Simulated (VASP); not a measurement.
# Hf (P6/mmm) in VASP: a series of runs

Hf is run at these levels: BLYP; tasks: single point.

Program: VASP 6.6.1. These are calculated values, not measurements. Logs are shortened: lines on timing, memory, paths and dates and some standing lists are left out, and cuts for length are marked.

## Step 1: The cell of the first run

It takes space group P6/mmm (No. 191, hexagonal). Conventional cell: a = 5.038 Å, b = 5.038 Å, c = 3.130 Å, α = 90.00°, β = 90.00°, γ = 120.00°. Within 4.1 Å of Hf (site symmetry 6/mmm) lie 14 Hf at 3.13 to 3.30 Å. Within 3.8 Å of Hf (site symmetry -6m2) lie 11 Hf at 2.91 to 3.30 Å.

## Step 2: Single point, BLYP

INCAR

```
SYSTEM = Hf
PREC = Accurate
ENCUT = 520
EDIFF = 1E-7
ISMEAR = -1
SIGMA = 0.1
LREAL = .False.
LASPH = .True.
NELM = 80
ALGO = Normal
ISIF = 2
LWAVE = .False.
LCHARG = .True.
GGA = B5
ALDAX = 1.0
AGGAX = 1.0
AGGAC = 1.0
ALDAC = 0.0
LELF = .True.
LVHAR = .True.
NBANDS = 22
```

KPOINTS

```
Automatic mesh
0
Gamma
  7 7 10
  0 0 0
```

POSCAR

```
Hf
1.0
    5.0383995173      0.0000000000      0.0000000000
   -2.5191997586      4.3633819764      0.0000000000
    0.0000000000      0.0000000000      3.1304883293
Hf
3
Direct
    1.0000000000      0.0000000000      0.0000000000
    0.3333333333      0.6666666667      0.5000000000
    0.6666666667      0.3333333333      0.5000000000
```

Potentials or basis: VASP PAW PBE potentials, release 64 (Hf_pv).

Run with:

```bash
> cat potpaw_PBE.64/Hf_pv/POTCAR > POTCAR
> mpirun -np 1 vasp_std > vasp.out
```

OUTCAR:

```text
SYSTEM = Hf
   PREC = Accurate
   ENCUT = 520
   EDIFF = 1E-7
   ISMEAR = -1
   LREAL = .False.
   LASPH = .True.
   NELM = 80
   ISIF = 2
   GGA = B5

 ion  position               nearest neighbor table
   1  0.000  0.000  0.000-   2 3.30   3 3.30   2 3.30   3 3.30   2 3.30   2 3.30   3 3.30   3 3.30
                             3 3.30   3 3.30   2 3.30   2 3.30
   2  0.333  0.667  0.500-   3 2.91   3 2.91   3 2.91   1 3.30   1 3.30   1 3.30   1 3.30   1 3.30
                             1 3.30
   3  0.667  0.333  0.500-   2 2.91   2 2.91   2 2.91   1 3.30   1 3.30   1 3.30   1 3.30   1 3.30
                             1 3.30

  LATTYP: Found a hexagonal cell.
 ALAT       =     5.0383995173
 C/A-ratio  =     0.6213259426

  Lattice vectors:

 A1 = (   5.0383995173,   0.0000000000,   0.0000000000)
 A2 = (  -2.5191997586,   4.3633819764,   0.0000000000)
 A3 = (   0.0000000000,   0.0000000000,   3.1304883293)

Analysis of symmetry for initial positions (statically):
=====================================================================
 Subroutine PRICEL returns:
 Original cell was already a primitive cell.

 Routine SETGRP: Setting up the symmetry group for a
 hexagonal supercell.

 Subroutine GETGRP returns: Found 24 space group operations
 (whereof 24 operations were pure point group operations)
 out of a pool of 24 trial point group operations.

The static configuration has the point symmetry D_6h.

Analysis of symmetry for dynamics (positions and initial velocities):
=====================================================================
 Subroutine PRICEL returns:
 Original cell was already a primitive cell.

 Routine SETGRP: Setting up the symmetry group for a
 hexagonal supercell.

 Subroutine GETGRP returns: Found 24 space group operations
 (whereof 24 operations were pure point group operations)
 out of a pool of 24 trial point group operations.

The dynamic configuration has the point symmetry D_6h.

 Subroutine INISYM returns: Found 24 space group operations
 (whereof 24 operations are pure point group operations),
 and found     1 'primitive' translations

----------------------------------------------------------------------------------------

                                     Primitive cell

  volume of cell :      68.8221

  direct lattice vectors                    reciprocal lattice vectors
     5.038399517  0.000000000  0.000000000     0.198475726  0.114590014  0.000000000
    -2.519199759  4.363381976  0.000000000     0.000000000  0.229180027  0.000000000
     0.000000000  0.000000000  3.130488329     0.000000000  0.000000000  0.319438980

  length of vectors
     5.038399517  5.038399517  3.130488329     0.229180027  0.229180027  0.319438980

  position of ions in fractional coordinates (direct lattice)
     0.000000000  0.000000000  0.000000000
     0.333333333  0.666666667  0.500000000
     0.666666667  0.333333333  0.500000000

  ion indices of the primitive-cell ions
   primitive index   ion index
                 1           1
                 2           2
                 3           3

----------------------------------------------------------------------------------------

 KPOINTS: Automatic mesh

Automatic generation of k-mesh.
 Grid dimensions read from file:
 generate k-points for:    7    7   10

 Generating k-lattice:

  Cartesian coordinates                     Fractional coordinates (reciprocal lattice)
     0.028353675  0.016370002  0.000000000     0.142857143  0.000000000  0.000000000
     0.000000000  0.032740004  0.000000000     0.000000000  0.142857143  0.000000000
     0.000000000  0.000000000  0.031943898     0.000000000  0.000000000  0.100000000

  Length of vectors
     0.032740004  0.032740004  0.031943898

  Shift w.r.t. Gamma in fractional coordinates (k-lattice)
     0.000000000  0.000000000  0.000000000

 Subroutine IBZKPT returns following result:
 ===========================================

 Found     48 irreducible k-points:

 Following reciprocal coordinates:
            Coordinates               Weight
  0.000000  0.000000  0.000000      1.000000
  0.142857  0.000000  0.000000      6.000000
  0.285714  0.000000  0.000000      6.000000
  0.428571  0.000000  0.000000      6.000000
  0.142857  0.142857  0.000000      6.000000
  0.285714  0.142857  0.000000     12.000000
[... 16 lines left out ...]
  0.428571  0.142857  0.200000     12.000000
  0.285714  0.285714  0.200000     12.000000
 [... further k-points ...]
   k-points           NKPTS =     48   k-points in BZ     NKDIM =     48   number of bands    NBANDS=     22
   number of dos      NEDOS =    301   number of ions     NIONS =      3
   total plane-waves  NPLWV =  38400
   dimension x,y,z NGX =    40 NGY =   40 NGZ =   24
   dimension x,y,z NGXF=    80 NGYF=   80 NGZF=   48
   ions per type =               3
   NGX,Y,Z   is equivalent  to a cutoff of  13.20, 13.20, 12.75 a.u.
   NGXF,Y,Z  is equivalent  to a cutoff of  26.40, 26.40, 25.49 a.u.
 SYSTEM =  Hf
   PREC   = accura    normal or accurate (medium, high low for compatibility)
   ISTART =      0    job   : 0-new  1-cont  2-samecut
   ICHARG =      2    charge: 1-file 2-atom 10-const
   ISPIN  =      1    spin polarized calculation?
   LNONCOLLINEAR =      F non collinear calculations
   LSORBIT =      F    spin-orbit coupling
   LASPH  =      T    aspherical Exc in radial PAW
   ENCUT  =  520.0 eV  38.22 Ry    6.18 a.u.   9.37  9.37  5.82*2*pi/ulx,y,z
   NELM   =     80;   NELMIN=  2; NELMDL= -5     # of ELM steps
   EDIFF  = 0.1E-06   stopping-criterion for ELM
   LREAL  =      F    real-space projection
   EDIFFG = 0.1E-05   stopping-criterion for IOM
   NSW    =      0    number of steps for IOM
   IBRION =     -1    ionic relax: 0-MD 1-quasi-New 2-CG
   NFREE  =      0    steps in history (QN), initial steepest desc. (CG)
   ISIF   =      2    stress and relaxation
   ISYM   =      2    0-nonsym 1-usesym 2-fastsym
   POTIM  = 0.5000    time-step for ionic-motion
   TEBEG  =    0.0;   TEEND  =   0.0 temperature during run
   PSTRESS=    0.0 pullay stress
   NELECT =      30.0000    total number of electrons
   NUPDOWN=      -1.0000    fix difference up-down
   EMIN   =  10.00;   EMAX   =-10.00  energy-range for DOS
   EFERMI =   0.00;   METHOD = LEGACY
   ISMEAR =    -1;   SIGMA  =   0.10  broadening in eV -4-tet -1-fermi 0-gaus
   EFERMI_NEDOS =   21; number of points for ismear=-14 and -15
   IALGO  =     38    algorithm
   IMIX   =      4    mixing-type and parameters
     AMIX     =   0.40;   BMIX     =  1.00
     AMIX_MAG =   1.60;   BMIX_MAG =  1.00
  volume/ion in A,a.u.               =      22.94       154.81
  Fermi-wavevector in a.u.,A,eV,Ry     =   1.241288  2.345694 20.963806  1.540796
  Thomas-Fermi vector in A             =   2.375692
   LORBIT       =      0    0 simple, 1 ext, 2 COOP (PROOUT), +10 PAW based schemes
   GGA     = B5    functional components
   LHFCALC =     F    Hartree Fock is set to
   AEXX    =    0.0000 exact exchange contribution
   IVDW    =     0    specifies the selected vdW correction
   LEPSILON=     F    determine dielectric tensor
   LRPA    =     F    only Hartree local field effects (RPA)
 non-spin polarized calculation
  energy-cutoff  :      520.00
  volume of cell :       68.82
 maximum number of plane-waves:      1878
 NGX is ok and might be reduce to    40
   NGX = 19   NGY = 19   NGZ = 11

 number of electron      30.0000000 magnetization

 Free energy of the ion-electron system (eV)
  ---------------------------------------------------
  ext. energy  EPLUGINS =         0.00000000
  ---------------------------------------------------
  free energy    TOTEN  =       -25.76766616 eV

  energy without entropy =      -25.67678891  energy(sigma->0) =      -25.72222753

 E-fermi :   5.0689     XC(G=0): -10.5927

 val. band max:        5.0632944668   @ k =   0.4286   0.1429   0.5000
 cond. band min:       5.1183891468   @ k =   0.4286   0.0000   0.1000
 fundamental gap:      0.0550946800
 Fermi energy:         5.0689076503

 k-point     1 :       0.0000    0.0000    0.0000
  band No.  band energies     occupation
      1     -25.6664      2.00000
      2     -25.6664      2.00000
      3     -25.5384      2.00000
      4     -25.5384      2.00000
      5     -25.2783      2.00000
      6     -25.0168      2.00000
[... 14 lines left out ...]
     21       7.8177      0.00000
     22       7.8228      0.00000

 k-point     2 :       0.1429    0.0000    0.0000
  band No.  band energies     occupation
      1     -25.7173      2.00000
      2     -25.7000      2.00000
      3     -25.4866      2.00000
      4     -25.4645      2.00000
      5     -25.2727      2.00000
      6     -25.0167      2.00000
[... 14 lines left out ...]
     21       7.3115      0.00000
     22       8.4899      0.00000

 k-point     3 :       0.2857    0.0000    0.0000
  band No.  band energies     occupation
      1     -25.7854      2.00000
      2     -25.7006      2.00000
      3     -25.4165      2.00000
      4     -25.3783      2.00000
      5     -25.2599      2.00000
      6     -25.0142      2.00000
[... 14 lines left out ...]
     21       7.8893      0.00000
     22       9.2435      0.00000

 k-point     4 :       0.4286    0.0000    0.0000
  band No.  band energies     occupation
      1     -25.8251      2.00000
      2     -25.6524      2.00000
      3     -25.3834      2.00000
      4     -25.3752      2.00000
      5     -25.2494      2.00000
      6     -25.0525      2.00000
[... 14 lines left out ...]
     21       8.3409      0.00000
     22       8.7974      0.00000

 k-point     5 :       0.1429    0.1429    0.0000
  band No.  band energies     occupation
      1     -25.7400      2.00000
      2     -25.7363      2.00000
      3     -25.4513      2.00000
      4     -25.3750      2.00000
      5     -25.2636      2.00000
      6     -25.0151      2.00000
[... 417 lines left out ...]
 k-point    22 :       0.2857    0.1429    0.2000
  band No.  band energies     occupation
      1     -25.7335      2.00000
      2     -25.6751      2.00000
      3     -25.5118      2.00000
      4     -25.3866      2.00000
      5     -25.2968      2.00000
      6     -25.1590      2.00000
[... 14 lines left out ...]
     21       8.0517      0.00000
     22       8.6143      0.00000

 k-point    23 :       0.4286    0.1429    0.2000
  band No.  band energies     occupation
      1     -25.7462      2.00000
      2     -25.6432      2.00000
      3     -25.5531      2.00000
      4     -25.3727      2.00000
      5     -25.2538      2.00000
      6     -25.1507      2.00000
[... 14 lines left out ...]
     21       8.3834      0.00000
     22       8.9119      0.00000

 k-point    24 :       0.2857    0.2857    0.2000
  band No.  band energies     occupation
      1     -25.6917      2.00000
      2     -25.6746      2.00000
      3     -25.5986      2.00000
      4     -25.3593      2.00000
      5     -25.2186      2.00000
      6     -25.1504      2.00000
[... 14 lines left out ...]
     21       8.4588      0.00000
     22       8.8137      0.00000

 [... further k-points ...]

------------------------ aborting loop because EDIFF is reached ----------------------------------------

  FORCE on cell =-STRESS in cart. coord.  units (eV):
  Direction    XX          YY          ZZ          XY          YZ          ZX
  --------------------------------------------------------------------------------------
  -------------------------------------------------------------------------------------
  Total       -0.0155054     -0.0155054      0.0269510     -0.0000000     -0.0000000      0.0000000
  in kB       -0.3609654     -0.3609654      0.6274183     -0.0000000     -0.0000000      0.0000000
  external PRESSURE =      -0.0315042 kB  Pullay stress =       0.0000000 kB

 VOLUME and BASIS-vectors are now :
 -----------------------------------------------------------------------------
  energy-cutoff  :      520.00
  volume of cell :       68.82
      direct lattice vectors                 reciprocal lattice vectors
     5.038399517  0.000000000  0.000000000     0.198475726  0.114590014  0.000000000
    -2.519199759  4.363381976  0.000000000     0.000000000  0.229180027  0.000000000
     0.000000000  0.000000000  3.130488329     0.000000000  0.000000000  0.319438980

 POSITION                                       TOTAL-FORCE (eV/Angst)
 -----------------------------------------------------------------------------------
      0.00000      0.00000      0.00000         0.000000     -0.000000      0.000000
     -0.00000      2.90892      1.56524         0.000000     -0.000000     -0.000000
      2.51920      1.45446      1.56524        -0.000000      0.000000      0.000000
 -----------------------------------------------------------------------------------
    total drift:                                0.000000     -0.000000      0.000000

  FREE ENERGIE OF THE ION-ELECTRON SYSTEM (eV)
  ---------------------------------------------------
  free  energy   TOTEN  =       -25.7676661550 eV

  energy  without entropy=      -25.6767889092  energy(sigma->0) =      -25.72222753
```

Run time: 43 s. Hardware: 1 thread of Intel Xeon 6975P-C (Granite Rapids), shared host; peak memory 0.21 GiB.

Results:

```
Free energy            : -25.7677 eV
Pressure               : 0.0 GPa
Band gap on the k mesh : zero (band 15 reaches 5.40 eV, above the bottom of band 16 at 4.53 eV)
```

Caveat: the PAW data sets were made with another functional, which shifts forces and pressure a little; spin-orbit coupling is left out, which moves the levels of the heavy elements.

(Part 1 of 3 ends here.)
